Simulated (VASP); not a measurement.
# HfN (R-3m) in VASP: a series of runs, part 2 of 2

VASP 6.6.1.

**4. Electric field gradients, LDA (equal xy, yz and zx shear strains of +2 %)**

INCAR

```
ALGO = Normal
EDIFF = 1E-8
ENCUT = 520
GGA_COMPAT = F
ISIF = 2
ISMEAR = -1
LASPH = T
LCHARG = F
LEFG = T
LREAL = F
LWAVE = F
NBANDS = 14
NELM = 120
PREC = Accurate
SIGMA = 0.03
```

KPOINTS

```
k-points
0
Gamma
  10 10 10
```

POSCAR

```
HfN
1.0
    0.0451800000      2.2815900000      2.2815900000
    2.2815900000      0.0451800000      2.2815900000
    2.2815900000      2.2815900000      0.0451800000
Hf N
1 1
Direct
    0.0000000000      0.0000000000      0.0000000000
    0.5000000000      0.5000000000      0.5000000000
```

Potentials or basis: VASP PAW LDA potentials, release 64 (Hf_pv, N).

The run is started by

```sh
$ cat potpaw_LDA.64/Hf_pv/POTCAR potpaw_LDA.64/N/POTCAR > POTCAR
$ mpirun -np 1 vasp_std > vasp.out
```

OUTCAR:

```text
EDIFF = 1E-8
   ENCUT = 520
   ISIF = 2
   ISMEAR = -1
   LASPH = T
   LREAL = F
   NELM = 120
   PREC = Accurate

 ion  position               nearest neighbor table
   1  0.000  0.000  0.000-   2 2.26   2 2.26   2 2.26   2 2.26   2 2.26   2 2.26
   2  0.500  0.500  0.500-   1 2.26   1 2.26   1 2.26   1 2.26   1 2.26   1 2.26

  LATTYP: Found a trigonal (rhomboedric) cell.
 ALAT       =     3.2269718140
 COS(alpha) =     0.5197000882

  Lattice vectors:

 A1 = (   0.0451800000,   2.2815900000,   2.2815900000)
 A2 = (   2.2815900000,   0.0451800000,   2.2815900000)
 A3 = (   2.2815900000,   2.2815900000,   0.0451800000)

Analysis of symmetry for initial positions (statically):
=====================================================================
 Subroutine PRICEL returns:
 Original cell was already a primitive cell.

 Routine SETGRP: Setting up the symmetry group for a
 trigonal (rhombohedral) supercell.

[... 594 lines left out ...]
  energy-cutoff  :      520.00
  volume of cell :       23.05
      direct lattice vectors                 reciprocal lattice vectors
     0.045180000  2.281590000  2.281590000    -0.225764489  0.221380712  0.221380712
     2.281590000  0.045180000  2.281590000     0.221380712 -0.225764489  0.221380712
     2.281590000  2.281590000  0.045180000     0.221380712  0.221380712 -0.225764489

 POSITION                                       TOTAL-FORCE (eV/Angst)
 -----------------------------------------------------------------------------------
      0.00000      0.00000      0.00000        -0.000000      0.000000     -0.000000
      2.30418      2.30418      2.30418         0.000000     -0.000000      0.000000
 -----------------------------------------------------------------------------------
    total drift:                                0.000000     -0.000000     -0.000000

  FREE ENERGIE OF THE ION-ELECTRON SYSTEM (eV)
  ---------------------------------------------------
  free  energy   TOTEN  =       -23.8268618126 eV

  energy  without entropy=      -23.8246217460  energy(sigma->0) =      -23.82574178

 Electric field gradients (V/A^2)
---------------------------------------------------------------------
 ion       V_xx      V_yy      V_zz      V_xy      V_xz      V_yz
---------------------------------------------------------------------
   1      -0.000    -0.000     0.000    -7.198    -7.198    -7.198
   2      -0.000     0.000     0.000     1.072     1.072     1.072
---------------------------------------------------------------------

 Electric field gradients after diagonalization (V/A^2)
 (convention: |V_zz| > |V_xx| > |V_yy|)
----------------------------------------------------------------------
 ion       V_xx      V_yy      V_zz     asymmetry (V_yy - V_xx)/ V_zz
----------------------------------------------------------------------
   1       7.198     7.198   -14.396       0.000
   2      -1.072    -1.072     2.144       0.000
----------------------------------------------------------------------

           NMR quadrupolar parameters

 Cq : quadrupolar parameter    Cq=e*Q*V_zz/h
 eta: asymmetry parameters     (V_yy - V_xx)/ V_zz
 Q  : nuclear electric quadrupole moment in mb (millibarn)
----------------------------------------------------------------------
 ion       Cq(MHz)       eta       Q (mb)
----------------------------------------------------------------------
   1      -0.035       0.000       1.000
   2       0.005       0.000       1.000
----------------------------------------------------------------------
```

OSZICAR:

```text
N       E                     dE             d eps       ncg     rms          rms(c)
DAV:   1     0.358094321681E+02    0.35809E+02   -0.78058E+03  3256   0.101E+03
DAV:   2    -0.249685785584E+02   -0.60778E+02   -0.56757E+02  4306   0.229E+02
DAV:   3    -0.268047192346E+02   -0.18361E+01   -0.18291E+01  3776   0.315E+01
DAV:   4    -0.268111304712E+02   -0.64112E-02   -0.64089E-02  3900   0.225E+00
DAV:   5    -0.268111713429E+02   -0.40872E-04   -0.40871E-04  3784   0.150E-01    0.502E+01
DAV:   6    -0.239898816194E+02    0.28213E+01   -0.84860E+00  3476   0.219E+01    0.433E+01
DAV:   7    -0.238664487674E+02    0.12343E+00   -0.47724E-01  4142   0.522E+00    0.270E+01
DAV:   8    -0.238323990402E+02    0.34050E-01   -0.13119E-01  4148   0.294E+00    0.520E+00
DAV:   9    -0.238270040542E+02    0.53950E-02   -0.14132E-02  3818   0.948E-01    0.187E+00
DAV:  10    -0.238268862998E+02    0.11775E-03   -0.84180E-04  4320   0.253E-01    0.325E-01
DAV:  11    -0.238268623866E+02    0.23913E-04   -0.61578E-05  3610   0.718E-02    0.538E-02
DAV:  12    -0.238268618161E+02    0.57054E-06   -0.61284E-06  4384   0.208E-02    0.429E-03
DAV:  13    -0.238268618126E+02    0.35102E-08   -0.79539E-08  3548   0.273E-03
   1 F= -.23826862E+02 E0= -.23825742E+02  d E =-.224007E-02
```

stdout:

```text
POSCAR found type information on POSCAR HfN
 POSCAR found :  2 types and       2 ions
 scaLAPACK will be used
 LDA part: xc-table for (Slater(with rela. corr.)+CA(PZ))
 , standard interpolation
 POSCAR, INCAR and KPOINTS ok, starting setup
 FFT: planning ... GRIDC
 FFT: planning ... GRID_SOFT
 FFT: planning ... GRID
 WAVECAR not read
 entering main loop
ion   1

ion   2
```

It took 51 s on 1 thread of AMD EPYC 7R43 (Zen 3), shared host; peak memory 0.12 GiB.

Results:

```
Free energy : -23.8269 eV
Pressure    : -10.5 GPa
```

Stress tensor (GPa, compression positive):
```
-10.50  -2.25  -2.25
 -2.25 -10.50  -2.25
 -2.25  -2.25 -10.50
```

Levels at points of the mesh, in eV from the Fermi level:
| k point | band 3 | band 4 | band 5 | band 6 | band 7 | band 8 | band 9 | band 10 | band 11 | band 12 |
| --- | --- | --- | --- | --- | --- | --- | --- | --- | --- | --- |
| (0.00, 0.00, 0.00) | -30.96 | -17.27 | -3.10 | -2.93 | -2.93 | -0.76 | -0.29 | -0.29 | 1.88 | 1.88 |
| (0.50, 0.00, 0.00) | -31.07 | -14.44 | -8.87 | -6.39 | -6.11 | 2.98 | 3.74 | 3.92 | 4.49 | 8.77 |
| (0.50, 0.50, 0.00) | -31.27 | -16.16 | -5.34 | -3.87 | -3.72 | -3.57 | 3.98 | 5.35 | 5.47 | 5.69 |
| (0.50, 0.50, 0.50) | -31.04 | -14.51 | -8.92 | -6.02 | -6.02 | 3.11 | 3.45 | 3.45 | 4.62 | 8.62 |

Electric field gradients, principal values (V/Å²):
```csv
atom,least,middle,greatest (by size)
1 Hf,7.198,7.198,-14.396
2 N,-1.072,-1.072,2.144
```

Caveat: the cell differs from its parent crystal (equal xy, yz and zx shear strains of +2 %); without QUAD_EFG the Cq values of the log hold for a quadrupole moment of 1 mb, not for the nuclei; spin-orbit coupling is left out, which moves the levels of the heavy elements.
